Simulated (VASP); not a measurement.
# SnSe2 (P-3m1) in VASP: a series of runs

The runs below take SnSe2 through single point, with r2SCAN.

Everything below comes from runs of VASP 6.6.1. Logs are shortened: lines on timing, memory, paths and dates and some standing lists are left out, and cuts for length are marked.

## 1. The cell of the first run

It takes space group P-3m1 (No. 164, trigonal). The conventional cell has a = 3.825 Å, b = 3.825 Å, c = 5.978 Å, α = 90.00°, β = 90.00°, γ = 120.00°. Within 3.6 Å of Sn (site symmetry -3m) lie 6 Se at 2.71 Å. Se (site symmetry 3m) has 3 Sn at 2.71 Å and 3 Se at 3.60 Å within 3.6 Å.

## 2. Single point, r2SCAN (uniaxial z strain -4.0%)

POSCAR

```
SnSe2
1.0
    3.8251493298      0.0000000000      0.0000000000
   -1.9125746649      3.3126764929      0.0000000000
    0.0000000000      0.0000000000      5.9779959018
Sn Se
1 2
Direct
    0.0000000000      0.0000000000      0.0000000000
    0.3333333333      0.6666666667      0.2622803274
    0.6666666667      0.3333333333      0.7377196726
```

INCAR.step1

```
SYSTEM = SnSe2
  PREC = Accurate
  ENCUT = 520
  ISMEAR = 0
  SIGMA = 0.01
  LREAL = .False.
  LASPH = .True.
  NELM = 100
  NBANDS = 20
  GGA = PE
  ALGO = Normal
  EDIFF = 1E-4
  LWAVE = .True.
  LCHARG = .False.
```

INCAR.step2

```
SYSTEM = SnSe2
  PREC = Accurate
  ENCUT = 520
  EDIFF = 1E-6
  ISMEAR = 0
  SIGMA = 0.01
  LREAL = .False.
  LASPH = .True.
  NELM = 100
  ALGO = Normal
  ISIF = 2
  LWAVE = .False.
  LCHARG = .True.
  METAGGA = R2SCAN
  LMIXTAU = .True.
  LELF = .True.
  LVHAR = .True.
  NBANDS = 20
  ISTART = 1
```

KPOINTS

```
regular mesh
0
Gamma
  12 12 4
  0 0 0
```

Potentials or basis: VASP PAW PBE potentials, release 64 (Sn_d, Se).

Started as:

```
$ cat potpaw_PBE.64/Sn_d/POTCAR potpaw_PBE.64/Se/POTCAR > POTCAR
$ cp INCAR.step1 INCAR
$ mpirun -np 1 vasp_std > vasp.out
$ cp INCAR.step2 INCAR
$ mpirun -np 1 vasp_std > vasp.out
```

OUTCAR:

```text
SYSTEM = SnSe2
   PREC = Accurate
   ENCUT = 520
   EDIFF = 1E-6
   ISMEAR = 0
   LREAL = .False.
   LASPH = .True.
   NELM = 100
   ISIF = 2
   METAGGA = R2SCAN
   ISTART = 1

 ion  position               nearest neighbor table
   1  0.000  0.000  0.000-   2 2.71   3 2.71   3 2.71   2 2.71   3 2.71   2 2.71
   2  0.333  0.667  0.262-   1 2.71   1 2.71   1 2.71
   3  0.667  0.333  0.738-   1 2.71   1 2.71   1 2.71

  LATTYP: Found a hexagonal cell.
 ALAT       =     3.8251493298
 C/A-ratio  =     1.5628137326

  Lattice vectors:

 A1 = (   3.8251493298,   0.0000000000,   0.0000000000)
 A2 = (  -1.9125746649,   3.3126764929,   0.0000000000)
 A3 = (   0.0000000000,   0.0000000000,   5.9779959018)

Analysis of symmetry for initial positions (statically):
=====================================================================
 Subroutine PRICEL returns:
 Original cell was already a primitive cell.

 Routine SETGRP: Setting up the symmetry group for a
 hexagonal supercell.

 Subroutine GETGRP returns: Found 12 space group operations
 (whereof 12 operations were pure point group operations)
 out of a pool of 24 trial point group operations.

The static configuration has the point symmetry D_3d.

Analysis of symmetry for dynamics (positions and initial velocities):
=====================================================================
 Subroutine PRICEL returns:
 Original cell was already a primitive cell.

 Routine SETGRP: Setting up the symmetry group for a
 hexagonal supercell.

 Subroutine GETGRP returns: Found 12 space group operations
 (whereof 12 operations were pure point group operations)
 out of a pool of 24 trial point group operations.

The dynamic configuration has the point symmetry D_3d.

 Subroutine INISYM returns: Found 12 space group operations
 (whereof 12 operations are pure point group operations),
 and found     1 'primitive' translations

----------------------------------------------------------------------------------------

                                     Primitive cell

  volume of cell :      75.7501

  direct lattice vectors                    reciprocal lattice vectors
     3.825149330  0.000000000  0.000000000     0.261427702  0.150935354  0.000000000
    -1.912574665  3.312676493  0.000000000     0.000000000  0.301870709  0.000000000
     0.000000000  0.000000000  5.977995902     0.000000000  0.000000000  0.167280141

  length of vectors
     3.825149330  3.825149330  5.977995902     0.301870709  0.301870709  0.167280141

  position of ions in fractional coordinates (direct lattice)
     0.000000000  0.000000000  0.000000000
     0.333333333  0.666666667  0.262280327
     0.666666667  0.333333333  0.737719673

  ion indices of the primitive-cell ions
   primitive index   ion index
                 1           1
                 2           2
                 3           3

----------------------------------------------------------------------------------------

 KPOINTS: regular mesh

Automatic generation of k-mesh.
 Grid dimensions read from file:
 generate k-points for:   12   12    4

 Generating k-lattice:

  Cartesian coordinates                     Fractional coordinates (reciprocal lattice)
     0.021785642  0.012577946  0.000000000     0.083333333  0.000000000  0.000000000
     0.000000000  0.025155892  0.000000000     0.000000000  0.083333333  0.000000000
     0.000000000  0.000000000  0.041820035     0.000000000  0.000000000  0.250000000

  Length of vectors
     0.025155892  0.025155892  0.041820035

  Shift w.r.t. Gamma in fractional coordinates (k-lattice)
     0.000000000  0.000000000  0.000000000

 Subroutine IBZKPT returns following result:
 ===========================================

 Found     69 irreducible k-points:

 Following reciprocal coordinates:
            Coordinates               Weight
  0.000000  0.000000  0.000000      1.000000
  0.083333  0.000000  0.000000      6.000000
  0.166667  0.000000  0.000000      6.000000
  0.250000  0.000000  0.000000      6.000000
  0.333333  0.000000  0.000000      6.000000
  0.416667  0.000000  0.000000      6.000000
[... 16 lines left out ...]
  0.166667  0.000000  0.250000      6.000000
  0.000000  0.166667  0.250000      6.000000
 [... further k-points ...]
   k-points           NKPTS =     69   k-points in BZ     NKDIM =     69   number of bands    NBANDS=     20
   number of dos      NEDOS =    301   number of ions     NIONS =      3
   total plane-waves  NPLWV =  37632
   dimension x,y,z NGX =    28 NGY =   28 NGZ =   48
   dimension x,y,z NGXF=    56 NGYF=   56 NGZF=   96
   ions per type =               1   2
   NGX,Y,Z   is equivalent  to a cutoff of  12.17, 12.17, 13.35 a.u.
   NGXF,Y,Z  is equivalent  to a cutoff of  24.34, 24.34, 26.70 a.u.
 SYSTEM =  SnSe2
   PREC   = accura    normal or accurate (medium, high low for compatibility)
   ISTART =      1    job   : 0-new  1-cont  2-samecut
   ICHARG =      0    charge: 1-file 2-atom 10-const
   ISPIN  =      1    spin polarized calculation?
   LNONCOLLINEAR =      F non collinear calculations
   LSORBIT =      F    spin-orbit coupling
   LASPH  =      T    aspherical Exc in radial PAW
   ENCUT  =  520.0 eV  38.22 Ry    6.18 a.u.   7.11  7.11 11.12*2*pi/ulx,y,z
   NELM   =    100;   NELMIN=  2; NELMDL=  0     # of ELM steps
   EDIFF  = 0.1E-05   stopping-criterion for ELM
   LREAL  =      F    real-space projection
   EDIFFG = 0.1E-04   stopping-criterion for IOM
   NSW    =      0    number of steps for IOM
   IBRION =     -1    ionic relax: 0-MD 1-quasi-New 2-CG
   NFREE  =      0    steps in history (QN), initial steepest desc. (CG)
   ISIF   =      2    stress and relaxation
   ISYM   =      2    0-nonsym 1-usesym 2-fastsym
   POTIM  = 0.5000    time-step for ionic-motion
   TEBEG  =    0.0;   TEEND  =   0.0 temperature during run
   PSTRESS=    0.0 pullay stress
   NELECT =      26.0000    total number of electrons
   NUPDOWN=      -1.0000    fix difference up-down
   EMIN   =  10.00;   EMAX   =-10.00  energy-range for DOS
   EFERMI =   0.00;   METHOD = LEGACY
   ISMEAR =     0;   SIGMA  =   0.01  broadening in eV -4-tet -1-fermi 0-gaus
   EFERMI_NEDOS =   21; number of points for ismear=-14 and -15
   IALGO  =     38    algorithm
   IMIX   =      4    mixing-type and parameters
     AMIX     =   0.40;   BMIX     =  1.00
     AMIX_MAG =   1.60;   BMIX_MAG =  1.00
  volume/ion in A,a.u.               =      25.25       170.40
  Fermi-wavevector in a.u.,A,eV,Ry     =   1.146230  2.166060 17.875908  1.313842
  Thomas-Fermi vector in A             =   2.282915
   LORBIT       =      0    0 simple, 1 ext, 2 COOP (PROOUT), +10 PAW based schemes
   METAGGA = R2SCAN    functional components
   LHFCALC =     F    Hartree Fock is set to
   AEXX    =    0.0000 exact exchange contribution
   IVDW    =     0    specifies the selected vdW correction
   LEPSILON=     F    determine dielectric tensor
   LRPA    =     F    only Hartree local field effects (RPA)
 non-spin polarized calculation
 Gauss-broadening in eV      SIGMA  =   0.01
  energy-cutoff  :      520.00
  volume of cell :       75.75
 maximum number of plane-waves:      2061
   NGX = 15   NGY = 15   NGZ = 23

 number of electron      26.0000007 magnetization

 Free energy of the ion-electron system (eV)
  ---------------------------------------------------
  ext. energy  EPLUGINS =         0.00000000
  ---------------------------------------------------
  free energy    TOTEN  =       -54.59032037 eV

  energy without entropy =      -54.59032037  energy(sigma->0) =      -54.59032037

 E-fermi :   4.3754     XC(G=0): -10.1663

 val. band max:        4.2986340424   @ k =   0.0833   0.0833   0.0000
 cond. band min:       5.1011276484   @ k =   0.0000   0.4167   0.2500
 fundamental gap:      0.8024936060
 Fermi energy:         4.3754045237

 k-point     1 :       0.0000    0.0000    0.0000
  band No.  band energies     occupation
      1     -17.8050      2.00000
      2     -17.8049      2.00000
      3     -17.7493      2.00000
      4     -17.7403      2.00000
      5     -17.7403      2.00000
      6     -10.3032      2.00000
[... 12 lines left out ...]
     19      13.7074      0.00000
     20      13.7074      0.00000

 k-point     2 :       0.0833    0.0000    0.0000
  band No.  band energies     occupation
      1     -17.8086      2.00000
      2     -17.8027      2.00000
      3     -17.7474      2.00000
      4     -17.7417      2.00000
      5     -17.7397      2.00000
      6     -10.2324      2.00000
[... 12 lines left out ...]
     19      13.1633      0.00000
     20      13.7719      0.00000

 k-point     3 :       0.1667    0.0000    0.0000
  band No.  band energies     occupation
      1     -17.8192      2.00000
      2     -17.7971      2.00000
      3     -17.7471      2.00000
      4     -17.7402      2.00000
      5     -17.7375      2.00000
      6     -10.0246      2.00000
[... 12 lines left out ...]
     19      12.8156      0.00000
     20      13.8916      0.00000

 k-point     4 :       0.2500    0.0000    0.0000
  band No.  band energies     occupation
      1     -17.8344      2.00000
      2     -17.7910      2.00000
      3     -17.7519      2.00000
      4     -17.7327      2.00000
      5     -17.7319      2.00000
      6      -9.6958      2.00000
[... 12 lines left out ...]
     19      12.8710      0.00000
     20      14.3360      0.00000

 k-point     5 :       0.3333    0.0000    0.0000
  band No.  band energies     occupation
      1     -17.8503      2.00000
      2     -17.7870      2.00000
      3     -17.7567      2.00000
      4     -17.7258      2.00000
      5     -17.7231      2.00000
      6      -9.2823      2.00000
[... 12 lines left out ...]
     19      13.7208      0.00000
     20      15.0490      0.00000

 k-point     6 :       0.4167    0.0000    0.0000
  band No.  band energies     occupation
      1     -17.8620      2.00000
      2     -17.7852      2.00000
      3     -17.7600      2.00000
      4     -17.7196      2.00000
      5     -17.7166      2.00000
      6      -8.8638      2.00000
[... 12 lines left out ...]
     19      14.6693      0.00000
     20      15.6391      0.00000

 k-point     7 :       0.5000    0.0000    0.0000
  band No.  band energies     occupation
      1     -17.8664      2.00000
      2     -17.7848      2.00000
      3     -17.7612      2.00000
      4     -17.7171      2.00000
      5     -17.7142      2.00000
      6      -8.6425      2.00000
[... 12 lines left out ...]
     19      15.0682      0.00000
     20      16.0125      0.00000
[... 277 lines left out ...]
 k-point    20 :       0.0000    0.0000    0.2500
  band No.  band energies     occupation
      1     -17.8050      2.00000
      2     -17.8049      2.00000
      3     -17.7492      2.00000
      4     -17.7403      2.00000
      5     -17.7403      2.00000
      6     -10.1813      2.00000
[... 12 lines left out ...]
     19      13.2449      0.00000
     20      13.2449      0.00000

 k-point    21 :       0.0833    0.0000    0.2500
  band No.  band energies     occupation
      1     -17.8086      2.00000
      2     -17.8027      2.00000
      3     -17.7473      2.00000
      4     -17.7417      2.00000
      5     -17.7397      2.00000
      6     -10.1114      2.00000
[... 12 lines left out ...]
     19      12.9557      0.00000
     20      13.5820      0.00000

 k-point    22 :       0.0000    0.0833    0.2500
  band No.  band energies     occupation
      1     -17.8086      2.00000
      2     -17.8027      2.00000
      3     -17.7473      2.00000
      4     -17.7417      2.00000
      5     -17.7397      2.00000
      6     -10.1113      2.00000
[... 12 lines left out ...]
     19      12.9097      0.00000
     20      13.2254      0.00000

 k-point    23 :       0.1667    0.0000    0.2500
  band No.  band energies     occupation
      1     -17.8192      2.00000
      2     -17.7971      2.00000
      3     -17.7470      2.00000
      4     -17.7402      2.00000
      5     -17.7375      2.00000
      6      -9.9065      2.00000
[... 12 lines left out ...]
     19      12.9830      0.00000
     20      14.0033      0.00000

 k-point    24 :       0.0000    0.1667    0.2500
  band No.  band energies     occupation
      1     -17.8192      2.00000
      2     -17.7971      2.00000
      3     -17.7471      2.00000
      4     -17.7401      2.00000
      5     -17.7375      2.00000
      6      -9.9058      2.00000
[... 12 lines left out ...]
     19      12.6570      0.00000
     20      13.4667      0.00000

 [... further k-points ...]

------------------------ aborting loop because EDIFF is reached ----------------------------------------

  FORCE on cell =-STRESS in cart. coord.  units (eV):
  Direction    XX          YY          ZZ          XY          YZ          ZX
  --------------------------------------------------------------------------------------
  -------------------------------------------------------------------------------------
  Total        0.8316441      0.8316441      1.1726048     -0.0000000      0.0000000      0.0000000
  in kB       17.5899692     17.5899693     24.8015718     -0.0000000      0.0000000      0.0000000
  external PRESSURE =      19.9938368 kB  Pullay stress =       0.0000000 kB

 VOLUME and BASIS-vectors are now :
 -----------------------------------------------------------------------------
  energy-cutoff  :      520.00
  volume of cell :       75.75
      direct lattice vectors                 reciprocal lattice vectors
     3.825149330  0.000000000  0.000000000     0.261427702  0.150935354  0.000000000
    -1.912574665  3.312676493  0.000000000     0.000000000  0.301870709  0.000000000
     0.000000000  0.000000000  5.977995902     0.000000000  0.000000000  0.167280141

 POSITION                                       TOTAL-FORCE (eV/Angst)
 -----------------------------------------------------------------------------------
      0.00000      0.00000      0.00000         0.000000      0.000000     -0.000000
     -0.00000      2.20845      1.56791         0.000000     -0.000000     -0.020595
      1.91257      1.10423      4.41009        -0.000000      0.000000      0.020595
 -----------------------------------------------------------------------------------
    total drift:                               -0.000000      0.000000      0.000000

  FREE ENERGIE OF THE ION-ELECTRON SYSTEM (eV)
  ---------------------------------------------------
  free  energy   TOTEN  =       -54.5903203749 eV

  energy  without entropy=      -54.5903203749  energy(sigma->0) =      -54.59032037
```

Wall time 5.4 min (1 thread of AMD EPYC 9R45 (Zen 5), shared host); peak memory 0.23 GiB.

What came out:

```yaml
Free_energy: -54.5903 eV
Pressure: 2.0 GPa
Largest_force: 0.021 eV/Å
Band_gap_on_the_k_mesh: 0.80 eV, indirect (least direct gap 1.26 eV)
```

Forces in eV/Å, atoms in the order of the input:
```
Sn   0.000  0.000  0.000
Se   0.000  0.000 -0.021
Se   0.000  0.000  0.021
```

Caveat: the cell differs from its parent crystal (uniaxial z strain -4.0%); the PAW data sets were made with another functional, which shifts forces and pressure a little; spin-orbit coupling is left out, which moves the levels of the heavy elements. A k mesh can miss the band edges.

(Part 1 of 2 ends here.)
